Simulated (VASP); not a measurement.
# Pt (P-1) in VASP: a series of runs

Pt is run at these levels: PBEsol; tasks: single point, relaxation of cell and atoms.

Program: VASP 6.6.1. These are calculated values, not measurements. Logs are shortened: lines on timing, memory, paths and dates and some standing lists are left out, and cuts for length are marked.

## Step 1: The cell of the first run

The typed cell holds 1 atom: a = 2.318 Å, b = 2.636 Å, c = 2.959 Å, α = 65.71°, β = 74.96°, γ = 61.28°.

## Step 2: Single point, PBEsol

INCAR reads:

```
  ALGO = Fast
  EDIFF = 1E-7
  ENCUT = 520
  GGA = PS
  ISIF = 2
  ISMEAR = 0
  LASPH = T
  LCHARG = F
  LREAL = F
  LWAVE = F
  NBANDS = 11
  NELM = 60
  PREC = Accurate
  SIGMA = 0.15
```

KPOINTS reads:

```
k-points
0
Gamma
  14 14 14
```

POSCAR reads:

```
Pt
1.0
   -0.0739090186      1.4811456366      1.7814558183
    1.9000423710     -0.1160523799      1.8235991796
    2.2462403450      1.8694869719     -0.4622503539
Pt
1
Direct
    0.0000000000      0.0000000000      0.0000000000
```

Potentials or basis: VASP PAW PBE potentials, release 64 (Pt).

Started as:

```
> cat potpaw_PBE.64/Pt/POTCAR > POTCAR
> mpirun -np 1 vasp_std > vasp.out
```

OUTCAR:

```text
EDIFF = 1E-7
   ENCUT = 520
   GGA = PS
   ISIF = 2
   ISMEAR = 0
   LASPH = T
   LREAL = F
   NELM = 60
   PREC = Accurate

 ion  position               nearest neighbor table
   1  0.000  0.000  0.000-

  LATTYP: Found a triclinic cell.
 ALAT       =     2.5395475296
 B/A-ratio  =     1.0380285132
 C/A-ratio  =     1.2800959138
 COS(alpha) =     0.0317040428
 COS(beta)  =     0.4681656514
 COS(gamma) =     0.5994125234

  Lattice vectors:

 A1 = (  -1.9739513896,   1.5971980165,  -0.0421433613)
 A2 = (  -1.9000423710,   0.1160523799,  -1.8235991796)
 A3 = (  -2.3201493636,  -0.3883413353,   2.2437061722)

Analysis of symmetry for initial positions (statically):
=====================================================================
 Subroutine PRICEL returns:
 Original cell was already a primitive cell.

 Routine SETGRP: Setting up the symmetry group for a
 triclinic supercell.

 Subroutine GETGRP returns: Found  2 space group operations
 (whereof  2 operations were pure point group operations)
 out of a pool of  2 trial point group operations.

The static configuration has the point symmetry S_2 .

Analysis of symmetry for dynamics (positions and initial velocities):
=====================================================================
 Subroutine PRICEL returns:
 Original cell was already a primitive cell.

 Routine SETGRP: Setting up the symmetry group for a
 triclinic supercell.

 Subroutine GETGRP returns: Found  2 space group operations
 (whereof  2 operations were pure point group operations)
 out of a pool of  2 trial point group operations.

The dynamic configuration has the point symmetry S_2 .

 Subroutine INISYM returns: Found  2 space group operations
 (whereof  2 operations are pure point group operations),
 and found     1 'primitive' translations

----------------------------------------------------------------------------------------

                                     Primitive cell

  volume of cell :      14.4083

  direct lattice vectors                    reciprocal lattice vectors
    -0.073909019  1.481145637  1.781455818    -0.232889571  0.345254274  0.264623739
     1.900042371 -0.116052380  1.823599180     0.278663017 -0.275355550  0.240498460
     2.246240345  1.869486972 -0.462250354     0.201810916  0.244276894 -0.194725014

  length of vectors
     2.317938690  2.636122746  2.958758627     0.493420499  0.459688226  0.371909503

  position of ions in fractional coordinates (direct lattice)
     0.000000000  0.000000000  0.000000000

  ion indices of the primitive-cell ions
   primitive index   ion index
                 1           1

----------------------------------------------------------------------------------------

 KPOINTS: k-points

Automatic generation of k-mesh.
 Grid dimensions read from file:
 generate k-points for:   14   14   14

 Generating k-lattice:

  Cartesian coordinates                     Fractional coordinates (reciprocal lattice)
    -0.016634969  0.024661020  0.018901696     0.071428571  0.000000000 -0.000000000
     0.019904501 -0.019668254  0.017178461     0.000000000  0.071428571 -0.000000000
     0.014415065  0.017448350 -0.013908930    -0.000000000 -0.000000000  0.071428571

  Length of vectors
     0.035244321  0.032834873  0.026564964

  Shift w.r.t. Gamma in fractional coordinates (k-lattice)
     0.000000000  0.000000000  0.000000000

 Subroutine IBZKPT returns following result:
 ===========================================

 Found   1376 irreducible k-points:

 Following reciprocal coordinates:
            Coordinates               Weight
  0.000000  0.000000  0.000000      1.000000
  0.071429  0.000000  0.000000      2.000000
  0.142857  0.000000  0.000000      2.000000
  0.214286  0.000000  0.000000      2.000000
  0.285714  0.000000  0.000000      2.000000
  0.357143  0.000000  0.000000      2.000000
[... 16 lines left out ...]
  0.000000  0.142857 -0.000000      2.000000
  0.071429  0.142857 -0.000000      2.000000
 [... further k-points ...]
   k-points           NKPTS =   1376   k-points in BZ     NKDIM =   1376   number of bands    NBANDS=     11
   number of dos      NEDOS =    301   number of ions     NIONS =      1
   total plane-waves  NPLWV =   8640
   dimension x,y,z NGX =    18 NGY =   20 NGZ =   24
   dimension x,y,z NGXF=    36 NGYF=   40 NGZF=   48
   ions per type =               1
   NGX,Y,Z   is equivalent  to a cutoff of  12.91, 12.61, 13.49 a.u.
   NGXF,Y,Z  is equivalent  to a cutoff of  25.82, 25.23, 26.97 a.u.
 SYSTEM =  unknown system
   PREC   = accura    normal or accurate (medium, high low for compatibility)
   ISTART =      0    job   : 0-new  1-cont  2-samecut
   ICHARG =      2    charge: 1-file 2-atom 10-const
   ISPIN  =      1    spin polarized calculation?
   LNONCOLLINEAR =      F non collinear calculations
   LSORBIT =      F    spin-orbit coupling
   LASPH  =      T    aspherical Exc in radial PAW
   ENCUT  =  520.0 eV  38.22 Ry    6.18 a.u.   4.31  4.90  5.50*2*pi/ulx,y,z
   NELM   =     60;   NELMIN=  2; NELMDL= -5     # of ELM steps
   EDIFF  = 0.1E-06   stopping-criterion for ELM
   LREAL  =      F    real-space projection
   EDIFFG = 0.1E-05   stopping-criterion for IOM
   NSW    =      0    number of steps for IOM
   IBRION =     -1    ionic relax: 0-MD 1-quasi-New 2-CG
   NFREE  =      0    steps in history (QN), initial steepest desc. (CG)
   ISIF   =      2    stress and relaxation
   ISYM   =      2    0-nonsym 1-usesym 2-fastsym
   POTIM  = 0.5000    time-step for ionic-motion
   TEBEG  =    0.0;   TEEND  =   0.0 temperature during run
   PSTRESS=    0.0 pullay stress
   NELECT =      10.0000    total number of electrons
   NUPDOWN=      -1.0000    fix difference up-down
   EMIN   =  10.00;   EMAX   =-10.00  energy-range for DOS
   EFERMI =   0.00;   METHOD = LEGACY
   ISMEAR =     0;   SIGMA  =   0.15  broadening in eV -4-tet -1-fermi 0-gaus
   EFERMI_NEDOS =   21; number of points for ismear=-14 and -15
   IALGO  =     68    algorithm
   IMIX   =      4    mixing-type and parameters
     AMIX     =   0.40;   BMIX     =  1.00
     AMIX_MAG =   1.60;   BMIX_MAG =  1.00
  volume/ion in A,a.u.               =      14.41        97.23
  Fermi-wavevector in a.u.,A,eV,Ry     =   1.449451  2.739066 28.584602  2.100909
  Thomas-Fermi vector in A             =   2.567176
   LORBIT       =      0    0 simple, 1 ext, 2 COOP (PROOUT), +10 PAW based schemes
   GGA     = PS    functional components
   LHFCALC =     F    Hartree Fock is set to
   AEXX    =    0.0000 exact exchange contribution
   IVDW    =     0    specifies the selected vdW correction
   LEPSILON=     F    determine dielectric tensor
   LRPA    =     F    only Hartree local field effects (RPA)
 non-spin polarized calculation
 RMM-DIIS sequential band-by-band and
 Gauss-broadening in eV      SIGMA  =   0.15
  energy-cutoff  :      520.00
  volume of cell :       14.41
 maximum number of plane-waves:       399
 NGX is ok and might be reduce to    18
   NGX =  9   NGY =  9   NGZ = 11

 number of electron      10.0000001 magnetization

 Free energy of the ion-electron system (eV)
  ---------------------------------------------------
  ext. energy  EPLUGINS =         0.00000000
  ---------------------------------------------------
  free energy    TOTEN  =        -5.91494838 eV

  energy without entropy =       -5.90164932  energy(sigma->0) =       -5.90829885

 E-fermi :  11.9192     XC(G=0): -13.7840

 val. band max:       11.9180947202   @ k =  -0.0714  -0.3571   0.2143
 cond. band min:      11.9198052340   @ k =  -0.0714   0.1429   0.3571
 fundamental gap:      0.0017105138
 Fermi energy:        11.9191780366

 k-point     1 :       0.0000    0.0000    0.0000
  band No.  band energies     occupation
      1       1.0294      2.00000
      2       5.3600      2.00000
      3       6.3995      2.00000
      4       9.7203      2.00000
      5      10.6280      2.00000
      6      12.1760      0.01548
      7      23.4559      0.00000
      8      29.0434      0.00000
      9      32.8235      0.00000
     10      35.9844      0.00000
     11      38.8969      0.00000

 k-point     2 :       0.0714    0.0000    0.0000
  band No.  band energies     occupation
      1       1.3425      2.00000
      2       5.5721      2.00000
      3       6.5773      2.00000
      4       9.4076      2.00000
      5      10.5405      2.00000
      6      11.8088      1.70215
      7      24.0408      0.00000
      8      29.7105      0.00000
      9      32.9969      0.00000
     10      35.4156      0.00000
     11      37.1473      0.00000

 k-point     3 :       0.1429    0.0000    0.0000
  band No.  band energies     occupation
      1       2.2114      2.00000
      2       6.1708      2.00000
      3       7.0559      2.00000
      4       8.7516      2.00000
      5      10.3060      2.00000
      6      10.9219      2.00000
      7      25.5221      0.00000
      8      31.1182      0.00000
      9      32.7114      0.00000
     10      34.6072      0.00000
     11      35.4826      0.00000

 k-point     4 :       0.2143    0.0000    0.0000
  band No.  band energies     occupation
      1       3.3564      2.00000
      2       7.0519      2.00000
      3       7.2503      2.00000
      4       8.8807      2.00000
      5       9.8798      2.00000
      6      10.0022      2.00000
      7      27.1332      0.00000
      8      29.9908      0.00000
      9      32.2036      0.00000
     10      34.8157      0.00000
     11      36.0111      0.00000

 k-point     5 :       0.2857    0.0000    0.0000
  band No.  band energies     occupation
      1       4.0778      2.00000
      2       7.1668      2.00000
      3       8.3159      2.00000
      4       9.0257      2.00000
      5       9.6622      2.00000
      6      10.2894      2.00000
      7      26.6925      0.00000
      8      28.3182      0.00000
      9      32.3537      0.00000
     10      34.0980      0.00000
     11      36.7102      0.00000
[... 211 lines left out ...]
 k-point    21 :      -0.1429    0.0714   -0.0000
  band No.  band energies     occupation
      1       2.8132      2.00000
      2       6.0692      2.00000
      3       7.0943      2.00000
      4       9.4985      2.00000
      5       9.6784      2.00000
      6      10.9090      2.00000
      7      26.6540      0.00000
      8      30.3874      0.00000
      9      31.3059      0.00000
     10      34.7887      0.00000
     11      36.7823      0.00000

 k-point    22 :      -0.0714    0.0714   -0.0000
  band No.  band energies     occupation
      1       1.7785      2.00000
      2       5.5332      2.00000
      3       6.7875      2.00000
      4       9.6396      2.00000
      5      10.0773      2.00000
      6      11.7412      1.90669
      7      24.8688      0.00000
      8      30.1256      0.00000
      9      31.4993      0.00000
     10      35.3491      0.00000
     11      38.0963      0.00000

 k-point    23 :       0.0000    0.1429   -0.0000
  band No.  band energies     occupation
      1       1.8813      2.00000
      2       5.3264      2.00000
      3       6.7536      2.00000
      4       9.8392      2.00000
      5      10.2576      2.00000
      6      11.9792      0.57122
      7      24.7433      0.00000
      8      29.3350      0.00000
      9      31.2285      0.00000
     10      35.4094      0.00000
     11      38.6928      0.00000

 k-point    24 :       0.0714    0.1429   -0.0000
  band No.  band energies     occupation
      1       1.8009      2.00000
      2       5.5649      2.00000
      3       6.4877      2.00000
      4       9.9737      2.00000
      5      10.2033      2.00000
      6      11.7327      1.92128
      7      24.4940      0.00000
      8      29.7626      0.00000
      9      31.7804      0.00000
     10      35.0166      0.00000
     11      37.7853      0.00000

 [... further k-points ...]

------------------------ aborting loop because EDIFF is reached ----------------------------------------

  FORCE on cell =-STRESS in cart. coord.  units (eV):
  Direction    XX          YY          ZZ          XY          YZ          ZX
  --------------------------------------------------------------------------------------
  -------------------------------------------------------------------------------------
  Total        2.2452766      6.1789965      7.1942599     -2.4614246      6.1019400      0.2407415
  in kB      249.6702543    687.0920223    799.9872678   -273.7054803    678.5234941     26.7699762
  external PRESSURE =     578.9165148 kB  Pullay stress =       0.0000000 kB

 VOLUME and BASIS-vectors are now :
 -----------------------------------------------------------------------------
  energy-cutoff  :      520.00
  volume of cell :       14.41
      direct lattice vectors                 reciprocal lattice vectors
    -0.073909019  1.481145637  1.781455818    -0.232889571  0.345254274  0.264623739
     1.900042371 -0.116052380  1.823599180     0.278663017 -0.275355550  0.240498460
     2.246240345  1.869486972 -0.462250354     0.201810916  0.244276894 -0.194725014

 POSITION                                       TOTAL-FORCE (eV/Angst)
 -----------------------------------------------------------------------------------
      0.00000      0.00000      0.00000         0.000000     -0.000000     -0.000000
 -----------------------------------------------------------------------------------
    total drift:                                0.000000     -0.000000      0.000000

  FREE ENERGIE OF THE ION-ELECTRON SYSTEM (eV)
  ---------------------------------------------------
  free  energy   TOTEN  =        -5.9149483767 eV

  energy  without entropy=       -5.9016493230  energy(sigma->0) =       -5.90829885
```

Run time: 2 min. Hardware: 1 thread of Intel Xeon Platinum 8488C (Sapphire Rapids), shared host; peak memory 0.32 GiB.

Results:

```
Free energy            : -5.9149 eV
Pressure               : 57.9 GPa
Band gap on the k mesh : zero (bands 5 and 6 overlap by 4.06 eV)
```

Caveat: the cell stands under pressure; the PAW data sets were made with another functional, which shifts forces and pressure a little; spin-orbit coupling is left out, which moves the levels of the heavy elements.

## Step 3: Relaxation of cell and atoms, PBEsol

INCAR reads:

```
SYSTEM = Pt
PREC = Accurate ; ENCUT = 600
EDIFF = 1E-7 ; ISMEAR = 0
SIGMA = 0.15 ; LREAL = .FALSE.
LASPH = .TRUE. ; NELM = 80
ALGO = Fast ; ISIF = 3
LWAVE = .FALSE. ; LCHARG = .FALSE.
GGA = PS ; IBRION = 2
NSW = 100 ; EDIFFG = -0.01
```

KPOINTS reads:

```
regular mesh
0
G
  14 14 14
  0 0 0
```

POSCAR is that of step 2.

Potentials or basis: VASP PAW PBE potentials, release 64 (Pt).

Started as:

```
> cat potpaw_PBE.64/Pt/POTCAR > POTCAR
> mpirun -np 1 vasp_std > vasp.out
```

It took 29 min on 1 thread of Intel Xeon Platinum 8488C (Sapphire Rapids), shared host; peak memory 0.51 GiB.

Results (log left out):

```yaml
Free_energy: -6.9607 eV
Relaxed_volume: 15.17 Å³/atom
Relaxed_cell: a = 2.727 Å, b = 2.703 Å, c = 2.728 Å, α = 60.31°, β = 75.62°, γ = 60.27°
Space_group_after_relaxing_to_0.1_Å: I4/mmm (No. 139)
Pressure_after_relaxing: 0.0 GPa
Band_gap_on_the_k_mesh: zero (bands 5 and 6 overlap by 2.02 eV)
```

Stress tensor (GPa, compression positive):
```
 0.05 -0.09  0.02
-0.09 -0.07  0.08
 0.02  0.08 -0.04
```

Final structure:
```cif
data_structure
_symmetry_space_group_name_H-M 'P 1'
_symmetry_Int_Tables_number 1
_cell_length_a 2.7271
_cell_length_b 2.7033
_cell_length_c 2.7281
_cell_angle_alpha 60.313
_cell_angle_beta 75.625
_cell_angle_gamma 60.273
_cell_volume 15.17
loop_
_atom_site_label
_atom_site_type_symbol
_atom_site_fract_x
_atom_site_fract_y
_atom_site_fract_z
_atom_site_occupancy
Pt1 Pt 0.00000 0.00000 0.00000 1
```

Levels at points of the mesh, in eV from the Fermi level:
```
           k point  band 3  band 4  band 5  band 6  band 7  band 8
(0.00, 0.00, 0.00)   -3.21   -2.83   -2.81   -0.32   15.56   15.61
(0.50, 0.00, 0.00)   -3.32   -1.51   -0.90    0.69    5.25   14.97
(0.00, 0.50, 0.00)   -1.59    0.45    0.64    0.66    7.42   12.58
(0.50, 0.50, 0.00)   -1.54    0.45    0.66    0.67    7.45   12.55
(0.00, 0.00, 0.50)   -3.32   -1.50   -0.91    0.68    5.23   14.98
(0.50, 0.00, 0.50)    0.28    0.29    0.82    5.45    5.54   11.96
(0.00, 0.50, 0.50)   -1.55    0.45    0.67    0.67    7.45   12.54
(0.50, 0.50, 0.50)   -1.59    0.45    0.64    0.66    7.42   12.58
```

Caveat: a cell axis changed by over 15 % at a fixed basis, so the end point is rough; the PAW data sets were made with another functional, which shifts forces and pressure a little; spin-orbit coupling is left out, which moves the levels of the heavy elements.
